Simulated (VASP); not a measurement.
Set up this calculation in VASP 6.6.1, as the native input.

```yaml
Task: relaxation of cell and atoms
Functional: PBE
Potentials_or_basis: VASP PAW PBE potentials, release 64 (Ga_d, N)
Cutoff: 600 eV
k_mesh: 17 × 17 × 17
Occupations: fermi-dirac, width 0.1 eV
Spin: no spin polarisation
Target_pressure: 170 GPa
Dipole_correction: no
Further_INCAR_settings: ALGO = Normal; EDIFF = 1e-07; IBRION = 2; EDIFFG = -0.005; NSW = 60; ISIF = 3
```

The structure of GaN (zincblende type) lies in POSCAR:

```
GaN
1.0
    0.0000000000      1.9523288164      1.9523288164
    1.9523288164      0.0000000000      1.9523288164
    1.9523288164      1.9523288164      0.0000000000
Ga N
1 1
Direct
    0.0000000000      0.0000000000      0.0000000000
    0.2500000000      0.2500000000      0.2500000000
```

One way to write it, as run:

INCAR

```
PREC     = Accurate       # precision mode
ENCUT    = 600            # plane-wave cutoff, eV
EDIFF    = 1E-7           # SCF threshold, eV
ISMEAR   = -1             # smearing method
SIGMA    = 0.1            # smearing width, eV
LREAL    = F              # projectors in reciprocal space
LASPH    = T              # aspherical terms in the spheres
NELM     = 100            # most SCF steps
ALGO     = Normal         # electronic algorithm
ISIF     = 3              # what is computed and relaxed
LWAVE    = F              # write WAVECAR
LCHARG   = F              # write CHGCAR
GGA      = PE             # functional
IBRION   = 2              # ionic algorithm
NSW      = 60             # ionic steps
EDIFFG   = -0.005         # ionic threshold
PSTRESS  = 1700.0
```

KPOINTS

```
Automatic mesh
0
Gamma
  17 17 17
```

Potentials or basis: VASP PAW PBE potentials, release 64 (Ga_d, N).

Run with:

```console
$ cat potpaw_PBE.64/Ga_d/POTCAR potpaw_PBE.64/N/POTCAR > POTCAR
$ mpirun -np 1 vasp_std > vasp.out
```

Results of the run:

* Relaxed volume: 7.79 Å³/atom
* Relaxed cell: a = 2.804 Å, b = 2.804 Å, c = 2.804 Å, α = 60.00°, β = 60.00°, γ = 60.00°
* Space group after relaxing (to 0.05 Å): F-43m (No. 216)
* Energy change on relaxing (the enthalpy is what falls): -413.4 meV/atom
* Ionic steps: 15
* Pressure after relaxing: 170.0 GPa
* Band gap on the k mesh: 3.42 eV, indirect (least direct gap 4.11 eV)

Caveat: the cell is relaxed towards a set pressure, so the enthalpy falls and the energy may rise.

Run time: 2.1 min on 1 thread of Intel(R) Xeon(R) Platinum 8488C (Sapphire Rapids), with other jobs on the host, peak memory 0.18 GiB.
